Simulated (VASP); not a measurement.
# SnTe (I4/mmm) in VASP: notebook

The runs below take SnTe through single point, with PBEsol.

Program: VASP 6.6.1. These are calculated values, not measurements. Logs are shortened: lines on timing, memory, paths and dates and some standing lists are left out, and cuts for length are marked.

**1. The cell of the first run**

Symmetry: I4/mmm, No. 139, tetragonal system. Conventional cell: a = 4.241 Å, b = 4.241 Å, c = 6.313 Å, α = 90.00°, β = 90.00°, γ = 90.00°. Within 3.9 Å of Sn (site symmetry 4/mmm) lie 6 Te at 3.00 to 3.16 Å. Within 3.9 Å of Te (site symmetry 4/mmm) lie 6 Sn at 3.00 to 3.16 Å.

**2. Single point, PBEsol (strain -0.050 along x and y, +0.000 along z)**

File INCAR:

```
SYSTEM = SnTe
PREC = Accurate
ENCUT = 500
EDIFF = 1E-6
ISMEAR = 0
SIGMA = 0.03
LREAL = .False.
LASPH = .True.
NELM = 120
ALGO = Normal
ISIF = 2
LWAVE = .False.
LCHARG = .False.
GGA = PS
NBANDS = 17
GGA_COMPAT = .False.
```

File KPOINTS:

```
regular mesh
0
Gamma
  10 10 10
  0 0 0
```

File POSCAR:

```
SnTe
1.0
    0.0000000000      2.9986750000      3.1565000000
    2.9986750000      0.0000000000      3.1565000000
    2.9986750000      2.9986750000      0.0000000000
Sn Te
1 1
Direct
    0.0000000000      0.0000000000      0.0000000000
    0.5000000000      0.5000000000      0.5000000000
```

Potentials or basis: VASP PAW PBE potentials, release 64 (Sn_d, Te).

Run with:

```sh
$ cat potpaw_PBE.64/Sn_d/POTCAR potpaw_PBE.64/Te/POTCAR > POTCAR
$ mpirun -np 1 vasp_std > vasp.out
```

OUTCAR:

```text
SYSTEM = SnTe
   PREC = Accurate
   ENCUT = 500
   EDIFF = 1E-6
   ISMEAR = 0
   LREAL = .False.
   LASPH = .True.
   NELM = 120
   ISIF = 2
   GGA = PS

 ion  position               nearest neighbor table
   1  0.000  0.000  0.000-   2 3.00   2 3.00   2 3.00   2 3.00   2 3.16   2 3.16
   2  0.500  0.500  0.500-   1 3.00   1 3.00   1 3.00   1 3.00   1 3.16   1 3.16

  LATTYP: Found a body centered tetragonal cell.
 ALAT       =     4.2407668541
 C/A-ratio  =     1.4886458551

  Lattice vectors:

 A1 = (  -2.9986750000,   0.0000000000,   3.1565000000)
 A2 = (   2.9986750000,   0.0000000000,   3.1565000000)
 A3 = (   0.0000000000,   2.9986750000,  -3.1565000000)

Analysis of symmetry for initial positions (statically):
=====================================================================
 Subroutine PRICEL returns:
 Original cell was already a primitive cell.

 Routine SETGRP: Setting up the symmetry group for a
 body centered tetragonal supercell.

 Subroutine GETGRP returns: Found 16 space group operations
 (whereof 16 operations were pure point group operations)
 out of a pool of 16 trial point group operations.

The static configuration has the point symmetry D_4h.

Analysis of symmetry for dynamics (positions and initial velocities):
=====================================================================
 Subroutine PRICEL returns:
 Original cell was already a primitive cell.

 Routine SETGRP: Setting up the symmetry group for a
 body centered tetragonal supercell.

 Subroutine GETGRP returns: Found 16 space group operations
 (whereof 16 operations were pure point group operations)
 out of a pool of 16 trial point group operations.

The dynamic configuration has the point symmetry D_4h.

 Subroutine INISYM returns: Found 16 space group operations
 (whereof 16 operations are pure point group operations),
 and found     1 'primitive' translations

----------------------------------------------------------------------------------------

                                     Primitive cell

  volume of cell :      56.7668

  direct lattice vectors                    reciprocal lattice vectors
     0.000000000  2.998675000  3.156500000    -0.166740310  0.166740310  0.158403295
     2.998675000  0.000000000  3.156500000     0.166740310 -0.166740310  0.158403295
     2.998675000  2.998675000  0.000000000     0.166740310  0.166740310 -0.158403295

  length of vectors
     4.353796505  4.353796505  4.240766854     0.284070882  0.284070882  0.284070882

  position of ions in fractional coordinates (direct lattice)
     0.000000000  0.000000000  0.000000000
     0.500000000  0.500000000  0.500000000

  ion indices of the primitive-cell ions
   primitive index   ion index
                 1           1
                 2           2

----------------------------------------------------------------------------------------

 KPOINTS: regular mesh

Automatic generation of k-mesh.
 Grid dimensions read from file:
 generate k-points for:   10   10   10

 Generating k-lattice:

  Cartesian coordinates                     Fractional coordinates (reciprocal lattice)
    -0.016674031  0.016674031  0.015840329     0.100000000 -0.000000000  0.000000000
     0.016674031 -0.016674031  0.015840329    -0.000000000  0.100000000  0.000000000
     0.016674031  0.016674031 -0.015840329     0.000000000  0.000000000  0.100000000

  Length of vectors
     0.028407088  0.028407088  0.028407088

  Shift w.r.t. Gamma in fractional coordinates (k-lattice)
     0.000000000  0.000000000  0.000000000

 Subroutine IBZKPT returns following result:
 ===========================================

 Found    102 irreducible k-points:

 Following reciprocal coordinates:
            Coordinates               Weight
  0.000000  0.000000  0.000000      1.000000
  0.100000 -0.000000  0.000000      8.000000
  0.200000 -0.000000  0.000000      8.000000
  0.300000  0.000000  0.000000      8.000000
  0.400000  0.000000  0.000000      8.000000
  0.500000  0.000000  0.000000      4.000000
[... 16 lines left out ...]
  0.300000  0.300000  0.000000      2.000000
  0.400000  0.300000  0.000000      8.000000
 [... further k-points ...]
   k-points           NKPTS =    102   k-points in BZ     NKDIM =    102   number of bands    NBANDS=     17
   number of dos      NEDOS =    301   number of ions     NIONS =      2
   total plane-waves  NPLWV =  32768
   dimension x,y,z NGX =    32 NGY =   32 NGZ =   32
   dimension x,y,z NGXF=    64 NGYF=   64 NGZF=   64
   ions per type =               1   1
   NGX,Y,Z   is equivalent  to a cutoff of  12.22, 12.22, 12.54 a.u.
   NGXF,Y,Z  is equivalent  to a cutoff of  24.44, 24.44, 25.09 a.u.
 SYSTEM =  SnTe
   PREC   = accura    normal or accurate (medium, high low for compatibility)
   ISTART =      0    job   : 0-new  1-cont  2-samecut
   ICHARG =      2    charge: 1-file 2-atom 10-const
   ISPIN  =      1    spin polarized calculation?
   LNONCOLLINEAR =      F non collinear calculations
   LSORBIT =      F    spin-orbit coupling
   LASPH  =      T    aspherical Exc in radial PAW
   ENCUT  =  500.0 eV  36.75 Ry    6.06 a.u.   7.94  7.94  7.73*2*pi/ulx,y,z
   NELM   =    120;   NELMIN=  2; NELMDL= -5     # of ELM steps
   EDIFF  = 0.1E-05   stopping-criterion for ELM
   LREAL  =      F    real-space projection
   EDIFFG = 0.1E-04   stopping-criterion for IOM
   NSW    =      0    number of steps for IOM
   IBRION =     -1    ionic relax: 0-MD 1-quasi-New 2-CG
   NFREE  =      0    steps in history (QN), initial steepest desc. (CG)
   ISIF   =      2    stress and relaxation
   ISYM   =      2    0-nonsym 1-usesym 2-fastsym
   POTIM  = 0.5000    time-step for ionic-motion
   TEBEG  =    0.0;   TEEND  =   0.0 temperature during run
   PSTRESS=    0.0 pullay stress
   NELECT =      20.0000    total number of electrons
   NUPDOWN=      -1.0000    fix difference up-down
   EMIN   =  10.00;   EMAX   =-10.00  energy-range for DOS
   EFERMI =   0.00;   METHOD = LEGACY
   ISMEAR =     0;   SIGMA  =   0.03  broadening in eV -4-tet -1-fermi 0-gaus
   EFERMI_NEDOS =   21; number of points for ismear=-14 and -15
   IALGO  =     38    algorithm
   IMIX   =      4    mixing-type and parameters
     AMIX     =   0.40;   BMIX     =  1.00
     AMIX_MAG =   1.60;   BMIX_MAG =  1.00
  volume/ion in A,a.u.               =      28.38       191.54
  Fermi-wavevector in a.u.,A,eV,Ry     =   1.156254  2.185003 18.189950  1.336924
  Thomas-Fermi vector in A             =   2.292876
   LORBIT       =      0    0 simple, 1 ext, 2 COOP (PROOUT), +10 PAW based schemes
   GGA     = PS    functional components
   LHFCALC =     F    Hartree Fock is set to
   AEXX    =    0.0000 exact exchange contribution
   IVDW    =     0    specifies the selected vdW correction
   LEPSILON=     F    determine dielectric tensor
   LRPA    =     F    only Hartree local field effects (RPA)
 non-spin polarized calculation
 Gauss-broadening in eV      SIGMA  =   0.03
  energy-cutoff  :      500.00
  volume of cell :       56.77
 maximum number of plane-waves:      1458
   NGX = 15   NGY = 15   NGZ = 15

 number of electron      19.9999996 magnetization

 Free energy of the ion-electron system (eV)
  ---------------------------------------------------
  ext. energy  EPLUGINS =         0.00000000
  ---------------------------------------------------
  free energy    TOTEN  =        -8.20092793 eV

  energy without entropy =       -8.20072469  energy(sigma->0) =       -8.20082631

 E-fermi :   8.1183     XC(G=0): -10.0877

 val. band max:        8.1133408678   @ k =  -0.3000   0.1000   0.0000
 cond. band min:       8.1599481199   @ k =  -0.2000   0.2000   0.0000
 fundamental gap:      0.0466072521
 Fermi energy:         8.1182982804

 k-point     1 :       0.0000    0.0000    0.0000
  band No.  band energies     occupation
      1     -13.7714      2.00000
      2     -13.7656      2.00000
      3     -13.7548      2.00000
      4     -13.7548      2.00000
      5     -13.7517      2.00000
      6      -5.5269      2.00000
[... 9 lines left out ...]
     16      12.7605      0.00000
     17      14.3744      0.00000

 k-point     2 :       0.1000   -0.0000    0.0000
  band No.  band energies     occupation
      1     -13.7717      2.00000
      2     -13.7666      2.00000
      3     -13.7546      2.00000
      4     -13.7541      2.00000
      5     -13.7508      2.00000
      6      -5.4292      2.00000
[... 9 lines left out ...]
     16      12.9734      0.00000
     17      15.0321      0.00000

 k-point     3 :       0.2000   -0.0000    0.0000
  band No.  band energies     occupation
      1     -13.7729      2.00000
      2     -13.7695      2.00000
      3     -13.7541      2.00000
      4     -13.7519      2.00000
      5     -13.7480      2.00000
      6      -5.1447      2.00000
[... 9 lines left out ...]
     16      13.5529      0.00000
     17      16.4821      0.00000

 k-point     4 :       0.3000    0.0000    0.0000
  band No.  band energies     occupation
      1     -13.7747      2.00000
      2     -13.7733      2.00000
      3     -13.7536      2.00000
      4     -13.7490      2.00000
      5     -13.7441      2.00000
      6      -4.7083      2.00000
[... 9 lines left out ...]
     16      14.4902      0.00000
     17      18.2141      0.00000

 k-point     5 :       0.4000    0.0000    0.0000
  band No.  band energies     occupation
      1     -13.7764      2.00000
      2     -13.7764      2.00000
      3     -13.7532      2.00000
      4     -13.7466      2.00000
      5     -13.7408      2.00000
      6      -4.2249      2.00000
[... 9 lines left out ...]
     16      15.8736      0.00000
     17      18.3824      0.00000

 k-point     6 :       0.5000    0.0000    0.0000
  band No.  band energies     occupation
      1     -13.7776      2.00000
      2     -13.7770      2.00000
      3     -13.7531      2.00000
      4     -13.7456      2.00000
      5     -13.7394      2.00000
      6      -3.9764      2.00000
[... 9 lines left out ...]
     16      16.9733      0.00000
     17      17.4269      0.00000

 k-point     7 :       0.1000    0.1000    0.0000
  band No.  band energies     occupation
      1     -13.7736      2.00000
      2     -13.7650      2.00000
      3     -13.7534      2.00000
      4     -13.7534      2.00000
      5     -13.7522      2.00000
      6      -5.4097      2.00000
[... 9 lines left out ...]
     16      13.3459      0.00000
     17      15.3307      0.00000

 k-point     8 :       0.2000    0.1000    0.0000
  band No.  band energies     occupation
      1     -13.7759      2.00000
      2     -13.7658      2.00000
      3     -13.7526      2.00000
      4     -13.7514      2.00000
      5     -13.7512      2.00000
      6      -5.2004      2.00000
[... 9 lines left out ...]
     16      13.9564      0.00000
     17      16.4097      0.00000
[... 203 lines left out ...]
      1     -13.7835      2.00000
      2     -13.7712      2.00000
      3     -13.7497      2.00000
      4     -13.7451      2.00000
      5     -13.7439      2.00000
      6      -3.9514      2.00000
[... 9 lines left out ...]
     16      17.2009      0.00000
     17      17.6422      0.00000

 k-point    20 :      -0.4000    0.2000    0.0000
  band No.  band energies     occupation
      1     -13.7808      2.00000
      2     -13.7746      2.00000
      3     -13.7505      2.00000
      4     -13.7448      2.00000
      5     -13.7424      2.00000
      6      -3.8117      2.00000
[... 9 lines left out ...]
     16      15.8043      0.00000
     17      18.2350      0.00000

 k-point    21 :      -0.3000    0.2000    0.0000
  band No.  band energies     occupation
      1     -13.7772      2.00000
      2     -13.7762      2.00000
      3     -13.7524      2.00000
      4     -13.7469      2.00000
      5     -13.7406      2.00000
      6      -4.0832      2.00000
[... 9 lines left out ...]
     16      16.3414      0.00000
     17      17.1845      0.00000

 k-point    22 :      -0.2000    0.2000    0.0000
  band No.  band energies     occupation
      1     -13.7757      2.00000
      2     -13.7738      2.00000
      3     -13.7542      2.00000
      4     -13.7494      2.00000
      5     -13.7411      2.00000
      6      -4.5243      2.00000
[... 9 lines left out ...]
     16      15.5550      0.00000
     17      16.7537      0.00000

 k-point    23 :       0.3000    0.3000    0.0000
  band No.  band energies     occupation
      1     -13.7880      2.00000
      2     -13.7618      2.00000
      3     -13.7552      2.00000
      4     -13.7452      2.00000
      5     -13.7452      2.00000
      6      -4.5682      2.00000
[... 9 lines left out ...]
     16      16.4905      0.00000
     17      16.4905      0.00000

 k-point    24 :       0.4000    0.3000    0.0000
  band No.  band energies     occupation
      1     -13.7906      2.00000
      2     -13.7625      2.00000
      3     -13.7548      2.00000
      4     -13.7436      2.00000
      5     -13.7431      2.00000
      6      -4.2473      2.00000
[... 9 lines left out ...]
     16      17.3545      0.00000
     17      17.6824      0.00000

 [... further k-points ...]
[... 5 lines left out ...]
  --------------------------------------------------------------------------------------
  -------------------------------------------------------------------------------------
  Total        2.9560288      2.9560288     -0.0045801      0.0000000      0.0000000      0.0000000
  in kB       83.4304640     83.4304640     -0.1292669      0.0000000      0.0000000      0.0000000
  external PRESSURE =      55.5772204 kB  Pullay stress =       0.0000000 kB

 VOLUME and BASIS-vectors are now :
 -----------------------------------------------------------------------------
  energy-cutoff  :      500.00
  volume of cell :       56.77
      direct lattice vectors                 reciprocal lattice vectors
     0.000000000  2.998675000  3.156500000    -0.166740310  0.166740310  0.158403295
     2.998675000  0.000000000  3.156500000     0.166740310 -0.166740310  0.158403295
     2.998675000  2.998675000  0.000000000     0.166740310  0.166740310 -0.158403295

 POSITION                                       TOTAL-FORCE (eV/Angst)
 -----------------------------------------------------------------------------------
      0.00000      0.00000      0.00000         0.000000     -0.000000      0.000000
      2.99867      2.99867      3.15650        -0.000000      0.000000     -0.000000
 -----------------------------------------------------------------------------------
    total drift:                                0.000000     -0.000000     -0.000000

  FREE ENERGIE OF THE ION-ELECTRON SYSTEM (eV)
  ---------------------------------------------------
  free  energy   TOTEN  =        -8.2009279296 eV

  energy  without entropy=       -8.2007246922  energy(sigma->0) =       -8.20082631
```

Wall time 75 s (1 thread of Intel Xeon 8259CL, shared host); peak memory 0.24 GiB.

What came out:

```
Free energy            : -8.2009 eV
Pressure               : 5.6 GPa
Band gap on the k mesh : zero (bands 10 and 11 overlap by 0.07 eV)
```

Stress tensor (GPa, compression positive):
```
 8.34  0.00  0.00
 0.00  8.34  0.00
 0.00  0.00 -0.01
```

Levels at points of the mesh, in eV from the Fermi level:
| k point | band 8 | band 9 | band 10 | band 11 | band 12 | band 13 |
| --- | --- | --- | --- | --- | --- | --- |
| (0.00, 0.00, 0.00) | -2.65 | -2.65 | -2.06 | 2.64 | 3.96 | 3.96 |
| (0.50, 0.00, 0.00) | -2.19 | -1.99 | -0.31 | 0.20 | 0.27 | 0.35 |
| (0.50, 0.50, 0.00) | -6.30 | -4.19 | -4.19 | 1.77 | 5.53 | 5.53 |
| (0.50, 0.00, 0.50) | -6.41 | -4.65 | -4.02 | 1.62 | 4.58 | 6.05 |

Caveat: the cell differs from its parent crystal (strain -0.050 along x and y, +0.000 along z); the cell stands under pressure; semilocal functionals underestimate gaps, so a narrow gap can read as zero; the PAW data sets were made with another functional, which shifts forces and pressure a little; spin-orbit coupling is left out, which moves the levels of the heavy elements.

**3. Single point, PBEsol (strain -0.025 along x and y, -0.050 along z)**

File INCAR:

```
SYSTEM = SnTe
ALGO     = Normal         ! electronic algorithm
EDIFF    = 1E-6           ! SCF threshold, eV
ENCUT    = 500            ! plane-wave cutoff, eV
GGA      = PS             ! functional
GGA_COMPAT= .False.      
ISIF     = 2              ! what is computed and relaxed
ISMEAR   = 0              ! smearing method
LASPH    = .True.         ! aspherical terms in the spheres
LCHARG   = .False.        ! write CHGCAR
LREAL    = .False.        ! projectors in reciprocal space
LWAVE    = .False.        ! write WAVECAR
NBANDS   = 17             ! bands
NELM     = 120            ! most SCF steps
PREC     = Accurate       ! precision mode
SIGMA    = 0.03           ! smearing width, eV
```

File KPOINTS:

```
k-points
0
Gamma
  10 10 10
  0 0 0
```

File POSCAR:

```
SnTe
1.0
    0.0000000000      3.0775875000      2.9986750000
    3.0775875000      0.0000000000      2.9986750000
    3.0775875000      3.0775875000      0.0000000000
Sn Te
1 1
Direct
    0.0000000000      0.0000000000      0.0000000000
    0.5000000000      0.5000000000      0.5000000000
```

Potentials or basis: VASP PAW PBE potentials, release 64 (Sn_d, Te).

Run with:

```sh
$ cat potpaw_PBE.64/Sn_d/POTCAR potpaw_PBE.64/Te/POTCAR > POTCAR
$ mpirun -np 1 vasp_std > vasp.out
```

Wall time 68 s (1 thread of Intel Xeon 8259CL, shared host); peak memory 0.24 GiB.

It converged, with:

| Property | Result |
| --- | --- |
| Free energy | -8.2413 eV |
| Pressure | 5.3 GPa |
| Band gap on the k mesh | 0.22 eV (least direct gap 0.27 eV) |

Stress tensor (GPa, compression positive):
```
3.58 0.00 0.00
0.00 3.58 0.00
0.00 0.00 8.75
```

Levels at points of the mesh, in eV from the valence-band top:
```csv
k point,band 7,band 8,band 9,band 10,band 11,band 12,band 13,band 14
"(0.00, 0.00, 0.00)",-4.18,-2.50,-2.19,-2.19,3.41,3.41,4.12,4.58
"(0.50, 0.00, 0.00)",-8.83,-1.97,-1.89,-0.05,0.22,0.40,0.45,8.05
"(0.50, 0.50, 0.00)",-6.61,-6.25,-4.19,-4.19,1.76,5.44,5.44,7.51
"(0.50, 0.00, 0.50)",-6.40,-6.20,-4.27,-3.95,1.84,5.17,5.94,7.09
```

Caveat: the cell differs from its parent crystal (strain -0.025 along x and y, -0.050 along z); the cell stands under pressure; the PAW data sets were made with another functional, which shifts forces and pressure a little; spin-orbit coupling is left out, which moves the levels of the heavy elements. A k mesh can miss the band edges.

**4. Single point, PBEsol (strain -0.025 along x and y, +0.000 along z)**

File INCAR:

```
PREC = Accurate
ENCUT = 500
EDIFF = 1E-6
ISMEAR = 0
SIGMA = 0.03
LREAL = False
LASPH = True
NELM = 120
ALGO = Normal
ISIF = 2
LWAVE = False
LCHARG = True
GGA = PS
LELF = True
LVHAR = True
NBANDS = 17
GGA_COMPAT = False
```

File KPOINTS:

```
regular mesh
0
Gamma
  10 10 10
```

File POSCAR:

```
SnTe
1.0
    0.0000000000      3.0775875000      3.1565000000
    3.0775875000      0.0000000000      3.1565000000
    3.0775875000      3.0775875000      0.0000000000
Sn Te
1 1
Direct
    0.0000000000      0.0000000000      0.0000000000
    0.5000000000      0.5000000000      0.5000000000
```

Run with:

```sh
$ cat potpaw_PBE.64/Sn_d/POTCAR potpaw_PBE.64/Te/POTCAR > POTCAR
$ mpirun -np 1 vasp_std > vasp.out
```

Run time: 76 s. Hardware: 1 thread of Intel Xeon 8259CL, shared host; peak memory 0.25 GiB.

Results (log left out):

* Free energy: -8.3119 eV
* Pressure: 2.1 GPa
* Band gap on the k mesh: 0.33 eV

Stress tensor (GPa, compression positive):
```
 3.35  0.00  0.00
 0.00  3.35  0.00
 0.00  0.00 -0.42
```

Levels at points of the mesh, in eV from the valence-band top:
```
           k point  band 8  band 9  band 10  band 11  band 12  band 13
(0.00, 0.00, 0.00)   -2.24   -2.24    -1.96     3.12     3.76     3.76
(0.50, 0.00, 0.00)   -1.84   -1.75     0.00     0.33     0.37     0.45
(0.50, 0.50, 0.00)   -5.78   -3.81    -3.81     2.08     5.33     5.33
(0.50, 0.00, 0.50)   -5.84   -4.03    -3.73     2.01     4.88     5.57
```

Caveat: the cell differs from its parent crystal (strain -0.025 along x and y, +0.000 along z); the PAW data sets were made with another functional, which shifts forces and pressure a little; spin-orbit coupling is left out, which moves the levels of the heavy elements.

(Part 1 of 2 ends here.)
